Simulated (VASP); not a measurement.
The system is GaP2.

```
Ga P
1.0
     3.78854    0.00000    0.00000
    -1.89427    3.28098    0.00000
     0.00000    0.00000   10.10584
Ga P
2 4
Direct
  0.66667 0.33333 0.71026
  0.33333 0.66667 0.28974
  0.33333 0.66667 0.04136
  0.66667 0.33333 0.95864
  0.66667 0.33333 0.36731
  0.33333 0.66667 0.63269
```

```yaml
Program: VASP 6.6.1
Task: relaxation of cell and atoms
Functional: PBE
Potentials_or_basis: VASP PAW PBE potentials, release 64 (Ga_d, P)
Cutoff: 600 eV
k_mesh: 12 × 12 × 4
Occupations: gaussian, width 0.1 eV
Spin: no spin polarisation
```

At the start: pressure 0.4 GPa; volume 20.94 Å³/atom.

Problem. Where does the relaxation end?

Solution. Over 9 steps the energy falls by 2.1 meV/atom and the volume is 21.24 Å³/atom (+1.4 %); space group P-3m1 (No. 164, to 0.1 Å) before and after.

Step by step:
```tsv
step	energy change (eV)	largest force (eV/Å)	pressure (GPa)	volume (Å³)
1	0.0000	0.1268	0.37	125.62
2	-0.0042	0.1250	-0.06	126.49
3	-0.0049	0.1454	-0.35	127.07
4	-0.0079	0.1139	-0.27	127.12
5	-0.0120	0.0457	-0.01	127.24
6	-0.0122	0.0500	0.05	127.27
7	-0.0125	0.0106	0.05	127.38
8	-0.0126	0.0121	0.02	127.43
9	-0.0126	0.0093	0.06	127.43
```

Final structure:
```yaml
crystal:
  lattice:
    - [3.81148, 0.00000, 0.00000]
    - [-1.90574, 3.30084, 0.00000]
    - [0.00000, 0.00000, 10.12839]
  atoms:
    - { symbol: Ga, position: [0.66667, 0.33333, 0.70663] }
    - { symbol: Ga, position: [0.33333, 0.66667, 0.29337] }
    - { symbol: P, position: [0.33333, 0.66667, 0.04334] }
    - { symbol: P, position: [0.66667, 0.33333, 0.95666] }
    - { symbol: P, position: [0.66667, 0.33333, 0.36367] }
    - { symbol: P, position: [0.33333, 0.66667, 0.63633] }
```

Caveat: semilocal functionals underestimate gaps, and a narrow one can read as zero.
